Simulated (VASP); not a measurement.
Here is a VASP 6.6.1 calculation.

File INCAR:

```
SYSTEM = TiH4
ALGO = Normal
EDIFF = 1E-6
ENCUT = 520
GGA = PE
ISIF = 2
ISMEAR = 0
ISPIN = 2
LASPH = .TRUE.
LCHARG = .FALSE.
LMAXMIX = 4
LORBIT = 11
LREAL = .FALSE.
LWAVE = .FALSE.
MAGMOM = 1 0 0 0 0
NBANDS = 20
NELM = 150
PREC = Accurate
SIGMA = 0.1
```

The input KPOINTS:

```
k-points
0
G
  6 6 4
  0 0 0
```

File POSCAR:

```
TiH4
1.0
    2.9682678805      0.0000000000      0.0000000000
   -1.4419654907      2.5964878989      0.0000000000
   -0.0597777300     -0.0470216690      5.5044592720
Ti H
1 4
Direct
    0.0033035542      0.9899562840      0.4710122913
    0.0775389549      0.9413543631      0.8260295417
    0.9142265082      0.0903661062      0.8172183621
    0.3412523262      0.6568776794      0.5827922196
    0.6636786561      0.3214455672      0.3029475853
```

Potentials or basis: VASP PAW PBE potentials, release 64 (Ti_sv, H).

Launch:

```sh
$ cat potpaw_PBE.64/Ti_sv/POTCAR potpaw_PBE.64/H/POTCAR > POTCAR
$ mpirun -np 1 vasp_std > vasp.out
```

**Question.** Predict the band gap on the k mesh.

**Answer.** Zero (filled and empty bands overlap).

**Question.** Estimate the pressure.

**Answer.** -0.1 GPa.

**Question.** Predict the largest force.

**Answer.** 0.011 eV/Å.

**Question.** Estimate the net moment.

**Answer.** 0.00 μB per cell.

Forces on the atoms (eV/Å):
```
Ti  -0.005 -0.001  0.006
H   -0.007  0.003 -0.003
H    0.006 -0.003 -0.004
H    0.006 -0.003  0.009
H    0.000  0.003 -0.009
```

Caveat: the k points lie up to 0.40 Å⁻¹ apart, too coarse for converged energies and pressures of a metal.
